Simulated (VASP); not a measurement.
# PbSe (I4mm) in VASP: further runs

Runs on PbSe. Level: PBE. Tasks: single point.

Everything below comes from runs of VASP 6.6.1. Logs are shortened: lines on timing, memory, paths and dates and some standing lists are left out, and cuts for length are marked.

## Step 1: The cell of the first run

The structure is tetragonal, space group I4mm (No. 107). The conventional cell has a = 4.331 Å, b = 4.331 Å, c = 6.124 Å, α = 90.00°, β = 90.00°, γ = 90.00°. Within 3.4 Å of Pb (site symmetry 4mm) lie 5 Se at 2.56 to 3.10 Å. Se (site symmetry 4mm) has 5 Pb at 2.56 to 3.10 Å within 3.4 Å.

## Step 2: Single point, PBE

INCAR

```
ALGO     = Normal         # electronic algorithm
EDIFF    = 1E-6           # SCF threshold, eV
ENCUT    = 520            # plane-wave cutoff, eV
GGA      = PE             # functional
ISIF     = 2              # what is computed and relaxed
ISMEAR   = 0              # smearing method
LASPH    = T              # aspherical terms in the spheres
LCHARG   = T              # write CHGCAR
LELF     = T              # ELF
LREAL    = F              # projectors in reciprocal space
LVHAR    = T            
LWAVE    = F              # write WAVECAR
NBANDS   = 17             # bands
NELM     = 60             # most SCF steps
PREC     = Accurate       # precision mode
SIGMA    = 0.03           # smearing width, eV
```

KPOINTS

```
k-points
0
Gamma
  10 10 10
```

POSCAR

```
PbSe
1.0
    0.0000000000      3.0621500000      3.0621500000
    3.0621500000      0.0000000000      3.0621500000
    3.0621500000      3.0621500000      0.0000000000
Pb Se
1 1
Direct
    0.0000000000      0.0000000000      0.0000000000
    0.5816419836      0.5816419836      0.4183580164
```

Potentials or basis: VASP PAW PBE potentials, release 64 (Pb_d, Se).

Started as:

```console
> cat potpaw_PBE.64/Pb_d/POTCAR potpaw_PBE.64/Se/POTCAR > POTCAR
> mpirun -np 1 vasp_std > vasp.out
```

OUTCAR:

```text
EDIFF = 1E-6
   ENCUT = 520
   GGA = PE
   ISIF = 2
   ISMEAR = 0
   LASPH = T
   LREAL = F
   NELM = 60
   PREC = Accurate

 ion  position               nearest neighbor table
   1  0.000  0.000  0.000-   2 2.56   2 3.10   2 3.10   2 3.10   2 3.10
   2  0.582  0.582  0.418-   1 2.56   1 3.10   1 3.10   1 3.10   1 3.10

  LATTYP: Found a face centered cubic cell.
 ALAT       =     6.1243000000

  Lattice vectors:

 A1 = (   0.0000000000,   3.0621500000,   3.0621500000)
 A2 = (   3.0621500000,   0.0000000000,   3.0621500000)
 A3 = (   3.0621500000,   3.0621500000,   0.0000000000)

Analysis of symmetry for initial positions (statically):
=====================================================================
 Subroutine PRICEL returns:
 Original cell was already a primitive cell.

 Routine SETGRP: Setting up the symmetry group for a
 face centered cubic supercell.

 Subroutine GETGRP returns: Found  8 space group operations
 (whereof  8 operations were pure point group operations)
 out of a pool of 48 trial point group operations.

The static configuration has the point symmetry C_4v.

Analysis of symmetry for dynamics (positions and initial velocities):
=====================================================================
 Subroutine PRICEL returns:
 Original cell was already a primitive cell.

 Routine SETGRP: Setting up the symmetry group for a
 face centered cubic supercell.

 Subroutine GETGRP returns: Found  8 space group operations
 (whereof  8 operations were pure point group operations)
 out of a pool of 48 trial point group operations.

The dynamic configuration has the point symmetry C_4v.

 Subroutine INISYM returns: Found  8 space group operations
 (whereof  8 operations are pure point group operations),
 and found     1 'primitive' translations

----------------------------------------------------------------------------------------

                                     Primitive cell

  volume of cell :      57.4261

  direct lattice vectors                    reciprocal lattice vectors
     0.000000000  3.062150000  3.062150000    -0.163283967  0.163283967  0.163283967
     3.062150000  0.000000000  3.062150000     0.163283967 -0.163283967  0.163283967
     3.062150000  3.062150000  0.000000000     0.163283967  0.163283967 -0.163283967

  length of vectors
     4.330534060  4.330534060  4.330534060     0.282816127  0.282816127  0.282816127

  position of ions in fractional coordinates (direct lattice)
     0.000000000  0.000000000  0.000000000
     0.581641984  0.581641984  0.418358016

  ion indices of the primitive-cell ions
   primitive index   ion index
                 1           1
                 2           2

----------------------------------------------------------------------------------------

 KPOINTS: k-points

Automatic generation of k-mesh.
 Grid dimensions read from file:
 generate k-points for:   10   10   10

 Generating k-lattice:

  Cartesian coordinates                     Fractional coordinates (reciprocal lattice)
    -0.016328397  0.016328397  0.016328397     0.100000000  0.000000000  0.000000000
     0.016328397 -0.016328397  0.016328397     0.000000000  0.100000000  0.000000000
     0.016328397  0.016328397 -0.016328397     0.000000000  0.000000000  0.100000000

  Length of vectors
     0.028281613  0.028281613  0.028281613

  Shift w.r.t. Gamma in fractional coordinates (k-lattice)
     0.000000000  0.000000000  0.000000000

 Subroutine IBZKPT returns following result:
 ===========================================

 Found    102 irreducible k-points:

 Following reciprocal coordinates:
            Coordinates               Weight
  0.000000  0.000000  0.000000      1.000000
  0.100000  0.000000  0.000000      8.000000
  0.200000  0.000000  0.000000      8.000000
  0.300000  0.000000  0.000000      8.000000
  0.400000  0.000000  0.000000      8.000000
  0.500000  0.000000  0.000000      4.000000
[... 16 lines left out ...]
 -0.100000  0.100000  0.000000      4.000000
  0.000000 -0.100000  0.100000      8.000000
 [... further k-points ...]
   k-points           NKPTS =    102   k-points in BZ     NKDIM =    102   number of bands    NBANDS=     17
   number of dos      NEDOS =    301   number of ions     NIONS =      2
   total plane-waves  NPLWV =  32768
   dimension x,y,z NGX =    32 NGY =   32 NGZ =   32
   dimension x,y,z NGXF=    64 NGYF=   64 NGZF=   64
   ions per type =               1   1
   NGX,Y,Z   is equivalent  to a cutoff of  12.28, 12.28, 12.28 a.u.
   NGXF,Y,Z  is equivalent  to a cutoff of  24.57, 24.57, 24.57 a.u.
 SYSTEM =  unknown system
   PREC   = accura    normal or accurate (medium, high low for compatibility)
   ISTART =      0    job   : 0-new  1-cont  2-samecut
   ICHARG =      2    charge: 1-file 2-atom 10-const
   ISPIN  =      1    spin polarized calculation?
   LNONCOLLINEAR =      F non collinear calculations
   LSORBIT =      F    spin-orbit coupling
   LASPH  =      T    aspherical Exc in radial PAW
   ENCUT  =  520.0 eV  38.22 Ry    6.18 a.u.   8.05  8.05  8.05*2*pi/ulx,y,z
   NELM   =     60;   NELMIN=  2; NELMDL= -5     # of ELM steps
   EDIFF  = 0.1E-05   stopping-criterion for ELM
   LREAL  =      F    real-space projection
   EDIFFG = 0.1E-04   stopping-criterion for IOM
   NSW    =      0    number of steps for IOM
   IBRION =     -1    ionic relax: 0-MD 1-quasi-New 2-CG
   NFREE  =      0    steps in history (QN), initial steepest desc. (CG)
   ISIF   =      2    stress and relaxation
   ISYM   =      2    0-nonsym 1-usesym 2-fastsym
   POTIM  = 0.5000    time-step for ionic-motion
   TEBEG  =    0.0;   TEEND  =   0.0 temperature during run
   PSTRESS=    0.0 pullay stress
   NELECT =      20.0000    total number of electrons
   NUPDOWN=      -1.0000    fix difference up-down
   EMIN   =  10.00;   EMAX   =-10.00  energy-range for DOS
   EFERMI =   0.00;   METHOD = LEGACY
   ISMEAR =     0;   SIGMA  =   0.03  broadening in eV -4-tet -1-fermi 0-gaus
   EFERMI_NEDOS =   21; number of points for ismear=-14 and -15
   IALGO  =     38    algorithm
   IMIX   =      4    mixing-type and parameters
     AMIX     =   0.40;   BMIX     =  1.00
     AMIX_MAG =   1.60;   BMIX_MAG =  1.00
  volume/ion in A,a.u.               =      28.71       193.77
  Fermi-wavevector in a.u.,A,eV,Ry     =   1.151812  2.176610 18.050462  1.326672
  Thomas-Fermi vector in A             =   2.288467
   LORBIT       =      0    0 simple, 1 ext, 2 COOP (PROOUT), +10 PAW based schemes
   GGA     = PE    functional components
   LHFCALC =     F    Hartree Fock is set to
   AEXX    =    0.0000 exact exchange contribution
   IVDW    =     0    specifies the selected vdW correction
   LEPSILON=     F    determine dielectric tensor
   LRPA    =     F    only Hartree local field effects (RPA)
 non-spin polarized calculation
 Gauss-broadening in eV      SIGMA  =   0.03
  energy-cutoff  :      520.00
  volume of cell :       57.43
 maximum number of plane-waves:      1572
   NGX = 17   NGY = 17   NGZ = 17

 number of electron      19.9999999 magnetization

 Free energy of the ion-electron system (eV)
  ---------------------------------------------------
  ext. energy  EPLUGINS =         0.00000000
  ---------------------------------------------------
  free energy    TOTEN  =        -7.89783593 eV

  energy without entropy =       -7.89783593  energy(sigma->0) =       -7.89783593

 E-fermi :   4.8879     XC(G=0):  -9.4730

 val. band max:        4.7302562608   @ k =  -0.2000   0.2000   0.0000
 cond. band min:       6.0468710365   @ k =   0.5000   0.0000   0.0000
 fundamental gap:      1.3166147757
 Fermi energy:         4.8878771888

 k-point     1 :       0.0000    0.0000    0.0000
  band No.  band energies     occupation
      1     -11.7962      2.00000
      2     -11.7310      2.00000
      3     -11.7237      2.00000
      4     -11.7043      2.00000
      5     -11.7043      2.00000
      6      -8.8080      2.00000
[... 9 lines left out ...]
     16      12.5814      0.00000
     17      13.1949      0.00000

 k-point     2 :       0.1000    0.0000    0.0000
  band No.  band energies     occupation
      1     -11.8006      2.00000
      2     -11.7295      2.00000
      3     -11.7252      2.00000
      4     -11.7029      2.00000
      5     -11.7014      2.00000
      6      -8.7301      2.00000
[... 9 lines left out ...]
     16      12.4043      0.00000
     17      13.9128      0.00000

 k-point     3 :       0.2000    0.0000    0.0000
  band No.  band energies     occupation
      1     -11.8121      2.00000
      2     -11.7299      2.00000
      3     -11.7259      2.00000
      4     -11.6985      2.00000
      5     -11.6928      2.00000
      6      -8.5098      2.00000
[... 9 lines left out ...]
     16      12.5563      0.00000
     17      15.3722      0.00000

 k-point     4 :       0.3000    0.0000    0.0000
  band No.  band energies     occupation
      1     -11.8262      2.00000
      2     -11.7363      2.00000
      3     -11.7224      2.00000
      4     -11.6919      2.00000
      5     -11.6816      2.00000
      6      -8.1939      2.00000
[... 9 lines left out ...]
     16      13.2467      0.00000
     17      16.9264      0.00000
[... 343 lines left out ...]
      1     -11.8226      2.00000
      2     -11.7313      2.00000
      3     -11.7258      2.00000
      4     -11.6959      2.00000
      5     -11.6849      2.00000
      6      -8.3447      2.00000
[... 9 lines left out ...]
     16      13.3748      0.00000
     17      15.1173      0.00000

 k-point    23 :      -0.1000    0.1000    0.0000
  band No.  band energies     occupation
      1     -11.8058      2.00000
      2     -11.7296      2.00000
      3     -11.7238      2.00000
      4     -11.7028      2.00000
      5     -11.6984      2.00000
      6      -8.6082      2.00000
[... 9 lines left out ...]
     16      12.6417      0.00000
     17      14.1556      0.00000

 k-point    24 :       0.0000   -0.1000    0.1000
  band No.  band energies     occupation
      1     -11.8090      2.00000
      2     -11.7289      2.00000
      3     -11.7264      2.00000
      4     -11.7012      2.00000
      5     -11.6943      2.00000
      6      -8.6016      2.00000
[... 9 lines left out ...]
     16      12.7207      0.00000
     17      14.1246      0.00000

 [... further k-points ...]
[... 5 lines left out ...]
  --------------------------------------------------------------------------------------
  -------------------------------------------------------------------------------------
  Total        0.8923027      0.8923027      5.4030327      0.0000000     -0.0000000      0.0000000
  in kB       24.8950747     24.8950747    150.7435724      0.0000000     -0.0000000      0.0000000
  external PRESSURE =      66.8445739 kB  Pullay stress =       0.0000000 kB

 VOLUME and BASIS-vectors are now :
 -----------------------------------------------------------------------------
  energy-cutoff  :      520.00
  volume of cell :       57.43
      direct lattice vectors                 reciprocal lattice vectors
     0.000000000  3.062150000  3.062150000    -0.163283967  0.163283967  0.163283967
     3.062150000  0.000000000  3.062150000     0.163283967 -0.163283967  0.163283967
     3.062150000  3.062150000  0.000000000     0.163283967  0.163283967 -0.163283967

 POSITION                                       TOTAL-FORCE (eV/Angst)
 -----------------------------------------------------------------------------------
      0.00000      0.00000      0.00000         0.000000      0.000000      1.870357
      3.06215      3.06215      3.56215         0.000000      0.000000     -1.870357
 -----------------------------------------------------------------------------------
    total drift:                                0.000000      0.000000     -0.000243

  FREE ENERGIE OF THE ION-ELECTRON SYSTEM (eV)
  ---------------------------------------------------
  free  energy   TOTEN  =        -7.8978359344 eV

  energy  without entropy=       -7.8978359344  energy(sigma->0) =       -7.89783593
```

Wall time 52 s (1 thread of Intel Xeon Platinum 8259CL at 2.50GHz (Skylake/Cascade Lake), shared host); peak memory 0.24 GiB.

What came out:

```yaml
Free_energy: -7.8978 eV
Pressure: 6.7 GPa
Largest_force: 1.870 eV/Å
Band_gap_on_the_k_mesh: 1.32 eV, indirect (least direct gap 1.45 eV)
```

Forces on the atoms (eV/Å):
```
Pb   0.000  0.000  1.870
Se   0.000  0.000 -1.870
```

Stress tensor (GPa, compression positive):
```
 2.49  0.00  0.00
 0.00  2.49  0.00
 0.00  0.00 15.07
```

Caveat: the cell differs from its parent crystal (all Se atoms moved -0.500 Å, as atom 2 towards its neighbour atom 1 (Pb) at 3.062 Å); spin-orbit coupling is left out, which moves the levels of the heavy elements; forces of over 1 eV/Å act on the atoms, so gaps and moduli don't describe the material at rest.

## Step 3: Single point, PBE

INCAR

```
SYSTEM = PbSe
PREC = Accurate
ENCUT = 520
EDIFF = 1E-6
ISMEAR = 0
SIGMA = 0.03
LREAL = .False.
LASPH = .True.
NELM = 60
ALGO = Normal
ISIF = 2
LWAVE = .False.
LCHARG = .True.
GGA = PE
LELF = .True.
LVHAR = .True.
NBANDS = 17
```

KPOINTS

```
Automatic mesh
0
Gamma
  10 10 10
  0 0 0
```

POSCAR, as its differences from that of step 2:

```diff
@@ -9,2 +9,2 @@
     0.0000000000      0.0000000000      0.0000000000
-    0.5816419836      0.5816419836      0.4183580164
+    0.4387685123      0.4387685123      0.5612314877
```

Potentials or basis: VASP PAW PBE potentials, release 64 (Pb_d, Se).

Started as:

```console
> cat potpaw_PBE.64/Pb_d/POTCAR potpaw_PBE.64/Se/POTCAR > POTCAR
> mpirun -np 1 vasp_std > vasp.out
```

OUTCAR:

```text
SYSTEM = PbSe
   PREC = Accurate
   ENCUT = 520
   EDIFF = 1E-6
   ISMEAR = 0
   LREAL = .False.
   LASPH = .True.
   NELM = 60
   ISIF = 2
   GGA = PE

 ion  position               nearest neighbor table
   1  0.000  0.000  0.000-   2 2.69   2 3.09   2 3.09   2 3.09   2 3.09   2 3.44
   2  0.439  0.439  0.561-   1 2.69   1 3.09   1 3.09   1 3.09   1 3.09   1 3.44

  LATTYP: Found a face centered cubic cell.
 ALAT       =     6.1243000000

  Lattice vectors:

 A1 = (   0.0000000000,   3.0621500000,   3.0621500000)
 A2 = (   3.0621500000,   0.0000000000,   3.0621500000)
 A3 = (   3.0621500000,   3.0621500000,   0.0000000000)

Analysis of symmetry for initial positions (statically):
=====================================================================
 Subroutine PRICEL returns:
 Original cell was already a primitive cell.

 Routine SETGRP: Setting up the symmetry group for a
 face centered cubic supercell.

 Subroutine GETGRP returns: Found  8 space group operations
 (whereof  8 operations were pure point group operations)
 out of a pool of 48 trial point group operations.

The static configuration has the point symmetry C_4v.
[... 155 lines left out ...]
  ext. energy  EPLUGINS =         0.00000000
  ---------------------------------------------------
  free energy    TOTEN  =        -8.06730229 eV

  energy without entropy =       -8.06730229  energy(sigma->0) =       -8.06730229

 E-fermi :   4.9081     XC(G=0):  -9.4938

 val. band max:        4.7013311454   @ k =  -0.2000   0.2000   0.0000
 cond. band min:       5.8351255562   @ k =   0.5000   0.0000   0.0000
 fundamental gap:      1.1337944108
 Fermi energy:         4.9080616527

 k-point     1 :       0.0000    0.0000    0.0000
  band No.  band energies     occupation
      1     -11.7538      2.00000
      2     -11.7396      2.00000
      3     -11.7335      2.00000
      4     -11.7193      2.00000
      5     -11.7193      2.00000
      6      -8.6915      2.00000
[... 457 lines left out ...]
      4     -11.7164      2.00000
      5     -11.7096      2.00000
      6      -8.4871      2.00000
[... 9 lines left out ...]
     16      12.5128      0.00000
     17      14.1147      0.00000

 [... further k-points ...]
[... 5 lines left out ...]
  --------------------------------------------------------------------------------------
  -------------------------------------------------------------------------------------
  Total        0.8603509      0.8603509      3.2117462      0.0000000      0.0000000      0.0000000
  in kB       24.0036240     24.0036240     89.6070998      0.0000000      0.0000000      0.0000000
  external PRESSURE =      45.8714493 kB  Pullay stress =       0.0000000 kB

 VOLUME and BASIS-vectors are now :
 -----------------------------------------------------------------------------
  energy-cutoff  :      520.00
  volume of cell :       57.43
      direct lattice vectors                 reciprocal lattice vectors
     0.000000000  3.062150000  3.062150000    -0.163283967  0.163283967  0.163283967
     3.062150000  0.000000000  3.062150000     0.163283967 -0.163283967  0.163283967
     3.062150000  3.062150000  0.000000000     0.163283967  0.163283967 -0.163283967

 POSITION                                       TOTAL-FORCE (eV/Angst)
 -----------------------------------------------------------------------------------
      0.00000      0.00000      0.00000         0.000000      0.000000     -0.920957
      3.06215      3.06215      2.68715         0.000000      0.000000      0.920957
 -----------------------------------------------------------------------------------
    total drift:                               -0.000000     -0.000000      0.000175

  FREE ENERGIE OF THE ION-ELECTRON SYSTEM (eV)
  ---------------------------------------------------
  free  energy   TOTEN  =        -8.0673022865 eV

  energy  without entropy=       -8.0673022865  energy(sigma->0) =       -8.06730229
```

OSZICAR:

```text
N       E                     dE             d eps       ncg     rms          rms(c)
DAV:   1     0.159309014215E+03    0.15931E+03   -0.95715E+03  3484   0.121E+03
DAV:   2     0.342545681860E+01   -0.15588E+03   -0.15042E+03  3657   0.307E+02
DAV:   3    -0.805532994279E+01   -0.11481E+02   -0.11405E+02  4497   0.900E+01
DAV:   4    -0.832575398887E+01   -0.27042E+00   -0.27019E+00  4389   0.154E+01
DAV:   5    -0.833484618378E+01   -0.90922E-02   -0.90917E-02  4954   0.276E+00    0.296E+00
DAV:   6    -0.806967622605E+01    0.26517E+00   -0.63868E-01  5325   0.596E+00    0.175E+00
DAV:   7    -0.806446600558E+01    0.52102E-02   -0.12069E-01  4180   0.179E+00    0.879E-01
DAV:   8    -0.806735116097E+01   -0.28852E-02   -0.11733E-02  4332   0.115E+00    0.874E-02
DAV:   9    -0.806725409076E+01    0.97070E-04   -0.19475E-03  5618   0.418E-01    0.581E-02
DAV:  10    -0.806728780235E+01   -0.33712E-04   -0.18572E-04  4118   0.922E-02    0.210E-02
DAV:  11    -0.806730250432E+01   -0.14702E-04   -0.50764E-05  4473   0.667E-02    0.162E-02
DAV:  12    -0.806730228647E+01    0.21785E-06   -0.34444E-06  4436   0.121E-02
   1 F= -.80673023E+01 E0= -.80673023E+01  d E =-.161305E-24
```

Wall time 56 s (1 thread of Intel Xeon Platinum 8259CL at 2.50GHz (Skylake/Cascade Lake), shared host); peak memory 0.24 GiB.

Results:

```
Free energy            : -8.0673 eV
Pressure               : 4.6 GPa
Largest force          : 0.921 eV/Å
Band gap on the k mesh : 1.13 eV, indirect (least direct gap 1.18 eV)
```

Forces in eV/Å, atoms in the order of the input:
```
Pb   0.000  0.000 -0.921
Se   0.000  0.000  0.921
```

Caveat: the cell differs from its parent crystal (all Se atoms moved +0.375 Å, as atom 2 towards its neighbour atom 1 (Pb) at 3.062 Å); spin-orbit coupling is left out, which moves the levels of the heavy elements. A k mesh can miss the band edges.
